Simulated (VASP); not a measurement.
# Au (P6_3/mmc) in VASP: a series of runs

Au is run at these levels: r2SCAN; tasks: single point.

Everything below comes from runs of VASP 6.6.1. Logs are shortened: lines on timing, memory, paths and dates and some standing lists are left out, and cuts for length are marked.

**1. The cell of the first run**

Symmetry: P6_3/mmc, No. 194, hexagonal system. Conventional cell: a = 2.931 Å, b = 2.931 Å, c = 9.815 Å, α = 90.00°, β = 90.00°, γ = 120.00°. Within 3.9 Å of Au (site symmetry -3m) lie 12 Au at 2.93 to 2.98 Å. Within 3.9 Å of Au (site symmetry -6m2) lie 12 Au at 2.93 to 2.98 Å.

This isn't the form of Au at room conditions, which is fcc.

**2. Single point, r2SCAN (18.25 Å³/atom)**

Contents of POSCAR:

```
Au
1.0
    2.9309089580      0.0000000000      0.0000000000
   -1.4654544790      2.5382416138      0.0000000000
    0.0000000000      0.0000000000      9.8149595736
Au
4
Direct
    1.0000000000      1.0000000000      0.0000000000
    1.0000000000      1.0000000000      0.5000000000
    0.3333333333      0.6666666667      0.2500000000
    0.6666666667      0.3333333333      0.7500000000
```

Contents of INCAR.step1:

```
SYSTEM = Au
PREC = Accurate ; ENCUT = 520
ISMEAR = -1 ; SIGMA = 0.1
LREAL = .False. ; LASPH = .True.
NELM = 60 ; NBANDS = 30
GGA = PE ; ALGO = Normal
EDIFF = 1E-4 ; LWAVE = .True.
LCHARG = .False.
```

Contents of INCAR.step2:

```
SYSTEM = Au
PREC = Accurate ; ENCUT = 520
EDIFF = 1E-7 ; ISMEAR = -1
SIGMA = 0.1 ; LREAL = .False.
LASPH = .True. ; NELM = 60
ALGO = Normal ; ISIF = 2
LWAVE = .False. ; LCHARG = .False.
METAGGA = R2SCAN ; LMIXTAU = .True.
NBANDS = 30 ; ISTART = 1
```

Contents of KPOINTS:

```
regular mesh
0
Gamma
  14 14 4
  0 0 0
```

Potentials or basis: VASP PAW PBE potentials, release 64 (Au).

Command:

```
$ cat potpaw_PBE.64/Au/POTCAR > POTCAR
$ cp INCAR.step1 INCAR
$ mpirun -np 1 vasp_std > vasp.out
$ cp INCAR.step2 INCAR
$ mpirun -np 1 vasp_std > vasp.out
```

OUTCAR:

```text
SYSTEM = Au
   PREC = Accurate
   ENCUT = 520
   EDIFF = 1E-7
   ISMEAR = -1
   LREAL = .False.
   LASPH = .True.
   NELM = 60
   ISIF = 2
   METAGGA = R2SCAN
   ISTART = 1

 ion  position               nearest neighbor table
   1  0.000  0.000  0.000-   3 2.98   4 2.98   3 2.98   4 2.98   4 2.98   3 2.98
   2  0.000  0.000  0.500-   3 2.98   4 2.98   3 2.98   4 2.98   4 2.98   3 2.98
   3  0.333  0.667  0.250-   1 2.98   2 2.98   1 2.98   2 2.98   1 2.98   2 2.98
   4  0.667  0.333  0.750-   1 2.98   2 2.98   1 2.98   2 2.98   1 2.98   2 2.98

  LATTYP: Found a hexagonal cell.
 ALAT       =     2.9309089580
 C/A-ratio  =     3.3487766813

  Lattice vectors:

 A1 = (   2.9309089580,   0.0000000000,   0.0000000000)
 A2 = (  -1.4654544790,   2.5382416138,   0.0000000000)
 A3 = (   0.0000000000,   0.0000000000,   9.8149595736)

Analysis of symmetry for initial positions (statically):
=====================================================================
 Subroutine PRICEL returns:
 Original cell was already a primitive cell.

 Routine SETGRP: Setting up the symmetry group for a
 hexagonal supercell.

 Subroutine GETGRP returns: Found 24 space group operations
 (whereof 12 operations were pure point group operations)
 out of a pool of 24 trial point group operations.

The static configuration has the point symmetry D_3d.
 The point group associated with its full space group is D_6h.

Analysis of symmetry for dynamics (positions and initial velocities):
=====================================================================
 Subroutine PRICEL returns:
 Original cell was already a primitive cell.

 Routine SETGRP: Setting up the symmetry group for a
 hexagonal supercell.

 Subroutine GETGRP returns: Found 24 space group operations
 (whereof 12 operations were pure point group operations)
 out of a pool of 24 trial point group operations.

The dynamic configuration has the point symmetry D_3d.
 The point group associated with its full space group is D_6h.

 Subroutine INISYM returns: Found 24 space group operations
 (whereof 12 operations are pure point group operations),
 and found     1 'primitive' translations

----------------------------------------------------------------------------------------

                                     Primitive cell

  volume of cell :      73.0170

  direct lattice vectors                    reciprocal lattice vectors
     2.930908958  0.000000000  0.000000000     0.341191082  0.196986763  0.000000000
    -1.465454479  2.538241614  0.000000000     0.000000000  0.393973527  0.000000000
     0.000000000  0.000000000  9.814959574     0.000000000  0.000000000  0.101885290

  length of vectors
     2.930908958  2.930908958  9.814959574     0.393973527  0.393973527  0.101885290

  position of ions in fractional coordinates (direct lattice)
     0.000000000  0.000000000  0.000000000
     0.000000000  0.000000000  0.500000000
     0.333333333  0.666666667  0.250000000
     0.666666667  0.333333333  0.750000000

  ion indices of the primitive-cell ions
   primitive index   ion index
                 1           1
                 2           2
                 3           3
                 4           4

----------------------------------------------------------------------------------------

 KPOINTS: regular mesh

Automatic generation of k-mesh.
 Grid dimensions read from file:
 generate k-points for:   14   14    4

 Generating k-lattice:

  Cartesian coordinates                     Fractional coordinates (reciprocal lattice)
     0.024370792  0.014070483  0.000000000     0.071428571 -0.000000000  0.000000000
     0.000000000  0.028140966  0.000000000     0.000000000  0.071428571  0.000000000
     0.000000000  0.000000000  0.025471322     0.000000000  0.000000000  0.250000000

  Length of vectors
     0.028140966  0.028140966  0.025471322

  Shift w.r.t. Gamma in fractional coordinates (k-lattice)
     0.000000000  0.000000000  0.000000000

 Subroutine IBZKPT returns following result:
 ===========================================

 Found     72 irreducible k-points:

 Following reciprocal coordinates:
            Coordinates               Weight
  0.000000  0.000000  0.000000      1.000000
  0.071429  0.000000  0.000000      6.000000
  0.142857  0.000000  0.000000      6.000000
  0.214286  0.000000  0.000000      6.000000
  0.285714  0.000000  0.000000      6.000000
  0.357143  0.000000  0.000000      6.000000
[... 16 lines left out ...]
  0.285714  0.285714  0.000000      6.000000
  0.357143  0.285714  0.000000      6.000000
 [... further k-points ...]
   k-points           NKPTS =     72   k-points in BZ     NKDIM =     72   number of bands    NBANDS=     30
   number of dos      NEDOS =    301   number of ions     NIONS =      4
   total plane-waves  NPLWV =  46080
   dimension x,y,z NGX =    24 NGY =   24 NGZ =   80
   dimension x,y,z NGXF=    48 NGYF=   48 NGZF=  160
   ions per type =               4
   NGX,Y,Z   is equivalent  to a cutoff of  13.61, 13.61, 13.55 a.u.
   NGXF,Y,Z  is equivalent  to a cutoff of  27.23, 27.23, 27.10 a.u.
 SYSTEM =  Au
   PREC   = accura    normal or accurate (medium, high low for compatibility)
   ISTART =      1    job   : 0-new  1-cont  2-samecut
   ICHARG =      0    charge: 1-file 2-atom 10-const
   ISPIN  =      1    spin polarized calculation?
   LNONCOLLINEAR =      F non collinear calculations
   LSORBIT =      F    spin-orbit coupling
   LASPH  =      T    aspherical Exc in radial PAW
   ENCUT  =  520.0 eV  38.22 Ry    6.18 a.u.   5.45  5.45 18.25*2*pi/ulx,y,z
   NELM   =     60;   NELMIN=  2; NELMDL=  0     # of ELM steps
   EDIFF  = 0.1E-06   stopping-criterion for ELM
   LREAL  =      F    real-space projection
   EDIFFG = 0.1E-05   stopping-criterion for IOM
   NSW    =      0    number of steps for IOM
   IBRION =     -1    ionic relax: 0-MD 1-quasi-New 2-CG
   NFREE  =      0    steps in history (QN), initial steepest desc. (CG)
   ISIF   =      2    stress and relaxation
   ISYM   =      2    0-nonsym 1-usesym 2-fastsym
   POTIM  = 0.5000    time-step for ionic-motion
   TEBEG  =    0.0;   TEEND  =   0.0 temperature during run
   PSTRESS=    0.0 pullay stress
   NELECT =      44.0000    total number of electrons
   NUPDOWN=      -1.0000    fix difference up-down
   EMIN   =  10.00;   EMAX   =-10.00  energy-range for DOS
   EFERMI =   0.00;   METHOD = LEGACY
   ISMEAR =    -1;   SIGMA  =   0.10  broadening in eV -4-tet -1-fermi 0-gaus
   EFERMI_NEDOS =   21; number of points for ismear=-14 and -15
   IALGO  =     38    algorithm
   IMIX   =      4    mixing-type and parameters
     AMIX     =   0.40;   BMIX     =  1.00
     AMIX_MAG =   1.60;   BMIX_MAG =  1.00
  volume/ion in A,a.u.               =      18.25       123.19
  Fermi-wavevector in a.u.,A,eV,Ry     =   1.382774  2.613063 26.015199  1.912063
  Thomas-Fermi vector in A             =   2.507434
   LORBIT       =      0    0 simple, 1 ext, 2 COOP (PROOUT), +10 PAW based schemes
   METAGGA = R2SCAN    functional components
   LHFCALC =     F    Hartree Fock is set to
   AEXX    =    0.0000 exact exchange contribution
   IVDW    =     0    specifies the selected vdW correction
   LEPSILON=     F    determine dielectric tensor
   LRPA    =     F    only Hartree local field effects (RPA)
 non-spin polarized calculation
  energy-cutoff  :      520.00
  volume of cell :       73.02
 maximum number of plane-waves:      2010
 NGX is ok and might be reduce to    24
   NGX = 11   NGY = 11   NGZ = 37

 number of electron      43.9999995 magnetization

 Free energy of the ion-electron system (eV)
  ---------------------------------------------------
  ext. energy  EPLUGINS =         0.00000000
  ---------------------------------------------------
  free energy    TOTEN  =      -202.33296559 eV

  energy without entropy =     -202.28859876  energy(sigma->0) =     -202.31078218

 E-fermi :   8.2085     XC(G=0): -13.1421

 val. band max:        8.1975300514   @ k =   0.1429   0.1429   0.5000
 cond. band min:       8.2534665321   @ k =   0.0714   0.0000   0.0000
 fundamental gap:      0.0559364807
 Fermi energy:         8.2085437383

 k-point     1 :       0.0000    0.0000    0.0000
  band No.  band energies     occupation
      1      -1.1294      2.00000
      2       0.5128      2.00000
      3       0.5178      2.00000
      4       1.1798      2.00000
      5       3.4980      2.00000
      6       3.5515      2.00000
[... 22 lines left out ...]
     29      23.5001      0.00000
     30      24.5359      0.00000

 k-point     2 :       0.0714    0.0000    0.0000
  band No.  band energies     occupation
      1      -0.9714      2.00000
      2       0.6641      2.00000
      3       0.6689      2.00000
      4       1.3084      2.00000
      5       3.3773      2.00000
      6       3.4678      2.00000
[... 22 lines left out ...]
     29      23.6091      0.00000
     30      24.3855      0.00000

 k-point     3 :       0.1429    0.0000    0.0000
  band No.  band energies     occupation
      1      -0.5153      2.00000
      2       1.0774      2.00000
      3       1.0816      2.00000
      4       1.6524      2.00000
      5       3.0813      2.00000
      6       3.2503      2.00000
[... 22 lines left out ...]
     29      23.2984      0.00000
     30      23.3102      0.00000

 k-point     4 :       0.2143    0.0000    0.0000
  band No.  band energies     occupation
      1       0.1717      2.00000
      2       1.5658      2.00000
      3       1.5672      2.00000
      4       2.0376      2.00000
      5       2.8387      2.00000
      6       2.9969      2.00000
[... 22 lines left out ...]
     29      21.3401      0.00000
     30      21.4139      0.00000

 k-point     5 :       0.2857    0.0000    0.0000
  band No.  band energies     occupation
      1       0.9074      2.00000
      2       1.7558      2.00000
      3       1.7884      2.00000
      4       2.1288      2.00000
      5       2.7013      2.00000
      6       2.7331      2.00000
[... 22 lines left out ...]
     29      20.4711      0.00000
     30      20.9036      0.00000
[... 526 lines left out ...]
     29      15.7721      0.00000
     30      17.3169      0.00000

 k-point    22 :       0.3571    0.2143    0.0000
  band No.  band energies     occupation
      1       2.0290      2.00000
      2       2.0430      2.00000
      3       2.4378      2.00000
      4       2.7378      2.00000
      5       2.9028      2.00000
      6       2.9687      2.00000
[... 22 lines left out ...]
     29      16.6053      0.00000
     30      16.9526      0.00000

 k-point    23 :       0.2857    0.2857    0.0000
  band No.  band energies     occupation
      1       2.2967      2.00000
      2       2.3019      2.00000
      3       2.5022      2.00000
      4       2.6471      2.00000
      5       2.9504      2.00000
      6       2.9630      2.00000
[... 22 lines left out ...]
     29      15.3744      0.00000
     30      15.4475      0.00000

 k-point    24 :       0.3571    0.2857    0.0000
  band No.  band energies     occupation
      1       2.3366      2.00000
      2       2.3974      2.00000
      3       2.6848      2.00000
      4       2.6992      2.00000
      5       2.7669      2.00000
      6       2.8310      2.00000
[... 22 lines left out ...]
     29      14.8516      0.00000
     30      17.1971      0.00000

 [... further k-points ...]

------------------------ aborting loop because EDIFF is reached ----------------------------------------

  FORCE on cell =-STRESS in cart. coord.  units (eV):
  Direction    XX          YY          ZZ          XY          YZ          ZX
  --------------------------------------------------------------------------------------
  -------------------------------------------------------------------------------------
  Total       -2.1961506     -2.1961506     -2.4408209      0.0000000     -0.0000000      0.0000000
  in kB      -48.1891084    -48.1891084    -53.5577945      0.0000000     -0.0000000      0.0000000
  external PRESSURE =     -49.9786704 kB  Pullay stress =       0.0000000 kB

 VOLUME and BASIS-vectors are now :
 -----------------------------------------------------------------------------
  energy-cutoff  :      520.00
  volume of cell :       73.02
      direct lattice vectors                 reciprocal lattice vectors
     2.930908958  0.000000000  0.000000000     0.341191082  0.196986763  0.000000000
    -1.465454479  2.538241614  0.000000000     0.000000000  0.393973527  0.000000000
     0.000000000  0.000000000  9.814959574     0.000000000  0.000000000  0.101885290

 POSITION                                       TOTAL-FORCE (eV/Angst)
 -----------------------------------------------------------------------------------
      0.00000      0.00000      0.00000         0.000000      0.000000     -0.000000
      0.00000      0.00000      4.90748         0.000000      0.000000     -0.000000
     -0.00000      1.69216      2.45374        -0.000000      0.000000     -0.000000
      1.46545      0.84608      7.36122         0.000000      0.000000      0.000000
 -----------------------------------------------------------------------------------
    total drift:                               -0.000000      0.000000     -0.000000

  FREE ENERGIE OF THE ION-ELECTRON SYSTEM (eV)
  ---------------------------------------------------
  free  energy   TOTEN  =      -202.3329655863 eV

  energy  without entropy=     -202.2885987645  energy(sigma->0) =     -202.31078218
```

Run time: 5.4 min. Hardware: 1 thread of Intel Xeon Platinum 8488C (Sapphire Rapids), shared host; peak memory 0.28 GiB.

Results:

- Free energy: -202.3330 eV
- Pressure: -5.0 GPa
- Band gap on the k mesh: zero (bands 22 and 23 overlap by 4.99 eV)

Stress tensor (GPa, compression positive):
```
-4.82  0.00  0.00
 0.00 -4.82  0.00
 0.00  0.00 -5.36
```

Levels at points of the mesh, in eV from the Fermi level:
```csv
k point,band 18,band 19,band 20,band 21,band 22,band 23,band 24,band 25,band 26,band 27
"(0.00, 0.00, 0.00)",-2.98,-2.98,-2.74,-2.74,-2.22,-2.22,-0.62,2.48,10.70,10.74
"(0.50, 0.00, 0.00)",-1.89,-1.89,-1.85,-0.11,0.67,1.14,1.45,3.48,3.73,6.14
"(0.00, 0.00, 0.50)",-3.23,-2.94,-2.94,-2.42,-2.42,-2.42,-2.42,5.80,5.80,14.80
"(0.50, 0.00, 0.50)",-2.00,-1.87,-1.87,0.46,0.46,1.35,1.35,4.14,4.14,5.41
```

Caveat: the cell stands under tension; the PAW data sets were made with another functional, which shifts forces and pressure a little; spin-orbit coupling is left out, which moves the levels of the heavy elements.

**3. Single point, r2SCAN (18.96 Å³/atom)**

This run uses another cell than the first one, of 18.96 Å³/atom.

Contents of POSCAR:

```
Au
1.0
    2.9680130103      0.0000000000      0.0000000000
   -1.4840065051      2.5703746657      0.0000000000
    0.0000000000      0.0000000000      9.9392127587
Au
4
Direct
    1.0000000000      1.0000000000      0.0000000000
    1.0000000000      1.0000000000      0.5000000000
    0.3333333333      0.6666666667      0.2500000000
    0.6666666667      0.3333333333      0.7500000000
```

Contents of INCAR.step1:

```
  PREC = Accurate
  ENCUT = 520
  ISMEAR = -1
  SIGMA = 0.1
  LREAL = False
  LASPH = True
  NELM = 100
  NBANDS = 30
  GGA = PE
  ALGO = Normal
  EDIFF = 1E-4
  LWAVE = True
  LCHARG = False
```

Contents of INCAR.step2:

```
  PREC = Accurate
  ENCUT = 520
  EDIFF = 1E-6
  ISMEAR = -1
  SIGMA = 0.1
  LREAL = False
  LASPH = True
  NELM = 100
  ALGO = Normal
  ISIF = 2
  LWAVE = False
  LCHARG = False
  METAGGA = R2SCAN
  LMIXTAU = True
  NBANDS = 30
  ISTART = 1
```

Contents of KPOINTS:

```
regular mesh
0
Gamma
  14 14 4
```

Potentials or basis: VASP PAW PBE potentials, release 64 (Au).

Command:

```
$ cat potpaw_PBE.64/Au/POTCAR > POTCAR
$ cp INCAR.step1 INCAR
$ mpirun -np 1 vasp_std > vasp.out
$ cp INCAR.step2 INCAR
$ mpirun -np 1 vasp_std > vasp.out
```

Run time: 4.8 min. Hardware: 1 thread of Intel Xeon Platinum 8488C (Sapphire Rapids), shared host; peak memory 0.29 GiB.

It converged, with:

- Free energy: -202.2095 eV
- Pressure: -9.1 GPa
- Band gap on the k mesh: zero (bands 22 and 23 overlap by 4.83 eV)

Stress tensor (GPa, compression positive):
```
-8.98  0.00  0.00
 0.00 -8.98  0.00
 0.00  0.00 -9.21
```

Levels at points of the mesh, in eV from the Fermi level:
| k point | band 19 | band 20 | band 21 | band 22 | band 23 | band 24 | band 25 | band 26 |
| --- | --- | --- | --- | --- | --- | --- | --- | --- |
| (0.00, 0.00, 0.00) | -2.90 | -2.68 | -2.68 | -2.19 | -2.19 | -0.44 | 2.30 | 10.44 |
| (0.50, 0.00, 0.00) | -1.88 | -1.85 | 0.02 | 0.80 | 1.09 | 1.41 | 3.29 | 3.55 |
| (0.00, 0.00, 0.50) | -2.77 | -2.77 | -2.38 | -2.38 | -2.38 | -2.38 | 5.61 | 5.61 |
| (0.50, 0.00, 0.50) | -1.86 | -1.86 | 0.50 | 0.50 | 1.32 | 1.32 | 4.01 | 4.01 |

Caveat: the cell stands under tension; the PAW data sets were made with another functional, which shifts forces and pressure a little; spin-orbit coupling is left out, which moves the levels of the heavy elements.

[end of part 1 of 2]
